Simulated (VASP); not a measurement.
Here is a VASP 6.6.1 calculation.

The input INCAR:

```
SYSTEM = KH17O9
  PREC = Accurate
  ENCUT = 520
  EDIFF = 1E-6
  ISMEAR = -1
  SIGMA = 0.02
  LREAL = .False.
  LASPH = .True.
  NELM = 120
  ALGO = Normal
  ISIF = 2
  LWAVE = .False.
  LCHARG = .False.
  GGA = PE
  IVDW = 12
  NBANDS = 59
  GGA_COMPAT = .False.
```

Contents of KPOINTS:

```
Automatic mesh
0
Gamma
  1 1 1
  0 0 0
```

File POSCAR:

```
KH17O9
1.0
    7.1738770000      0.0000000000      0.0000000000
    0.0000000000      7.1738770000      0.0000000000
    0.0000000000      0.0000000000      7.1738770000
O H K
9 17 1
Direct
    0.8679825428      0.1678590252      0.3404714076
    0.2362878538      0.8325344859      0.9304731598
    0.4693138731      0.6388735129      0.2853547670
    0.0757331078      0.5259638547      0.4813296910
    0.7362685477      1.0134687283      0.8110955903
    0.0969210930      0.8746874249      0.2719728816
    0.5395548321      0.3116306566      1.0357300522
    0.0561342214      0.4357894622      0.8297884115
    0.0843337570      0.1061211392      0.7938664128
    0.9225555442      0.2898153955      0.3671794206
    0.9797909833      0.0830373869      0.3631648549
    0.1496959036      0.9246046454      0.8612358422
    0.2331654139      0.7168926928      0.8692789129
    0.3981389700      0.6794234136      0.1717620751
    0.5522676232      0.5505670086      0.2248993118
    0.1975500834      0.5459391066      0.4189784687
    0.0917356124      0.5013746402      0.6208358465
    0.7679529493      0.9252876792      0.9048803039
    0.8843335340      1.0457246479      0.7906045782
    0.1153769433      0.8570958214      0.1381679669
    0.0687354969      0.7487722469      0.3231167749
    0.6092521519      0.2085343811      0.9783134001
    0.4059729488      0.2764056312      1.0029444330
   -0.0670070033      0.4751126901      0.8422502923
    0.0583505962      0.2898432744      0.8160998579
    0.1217612178      0.1448031518      0.6723979237
    0.5357214795      0.0135770379      0.4738302594
```

Potentials or basis: VASP PAW PBE potentials, release 64 (O, H, K_sv).

Launch:

```console
$ cat potpaw_PBE.64/O/POTCAR potpaw_PBE.64/H/POTCAR potpaw_PBE.64/K_sv/POTCAR > POTCAR
$ mpirun -np 1 vasp_gam > vasp.out
```

(1) What does it give for the dispersion energy per atom?

(2) What does it give for the largest force?

Answers

(1) -0.033 eV.

(2) 2.275 eV/Å.

Caveat: the k points lie up to 0.88 Å⁻¹ apart.
